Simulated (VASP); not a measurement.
Write the native input for VASP 6.6.1 that does the following.

| Item | Value |
| --- | --- |
| Task | single point |
| Functional | r2SCAN |
| Potentials or basis | VASP PAW PBE potentials, release 64 (Cu) |
| Cutoff | 520 eV |
| k mesh | 12 × 12 × 7 |
| Occupations | fermi-dirac, width 0.05 eV |
| Spin | no spin polarisation |
| Dipole correction | no |
| Further INCAR settings | ALGO = Normal; EDIFF = 1e-07; NBANDS = 18 |

The system is Cu.

```
CELL_PARAMETERS angstrom
2.51709 0.00000 0.00000
-1.25854 2.17986 0.00000
0.00000 0.00000 4.08497
ATOMIC_POSITIONS crystal
Cu 0.66667 0.33333 0.75000
Cu 0.33333 0.66667 0.25000
```

The input as run:

POSCAR

```
Cu
1.0
    2.5170887971      0.0000000000      0.0000000000
   -1.2585443986      2.1798628419      0.0000000000
    0.0000000000      0.0000000000      4.0849690207
Cu
2
Direct
    0.6666666667      0.3333333333      0.7500000000
    0.3333333333      0.6666666667      0.2500000000
```

INCAR.step1

```
ALGO = Normal
EDIFF = 1E-4
ENCUT = 520
GGA = PE
ISMEAR = -1
LASPH = T
LCHARG = F
LREAL = F
LWAVE = T
NBANDS = 18
NELM = 80
PREC = Accurate
SIGMA = 0.05
```

INCAR.step2

```
ALGO = Normal
EDIFF = 1E-7
ENCUT = 520
ISIF = 2
ISMEAR = -1
ISTART = 1
LASPH = T
LCHARG = T
LELF = T
LMIXTAU = T
LREAL = F
LVHAR = T
LWAVE = F
METAGGA = R2SCAN
NBANDS = 18
NELM = 80
PREC = Accurate
SIGMA = 0.05
```

KPOINTS

```
k-points
0
Gamma
  12 12 7
```

Potentials or basis: VASP PAW PBE potentials, release 64 (Cu).

Launch:

```console
$ cat potpaw_PBE.64/Cu/POTCAR > POTCAR
$ cp INCAR.step1 INCAR
$ mpirun -np 1 vasp_std > vasp.out
$ cp INCAR.step2 INCAR
$ mpirun -np 1 vasp_std > vasp.out
```

It gave:

```yaml
Pressure: 4.5 GPa
Band_gap_on_the_k_mesh: zero (band 11 reaches 12.33 eV, above the bottom of band 12 at 6.00 eV)
```

Caveat: the PAW data sets were made with another functional, which shifts forces and pressure a little.

Run time: 58 s on 1 thread of Intel(R) Xeon(R) 6975P-C (Granite Rapids), with other jobs on the host, peak memory 0.15 GiB.
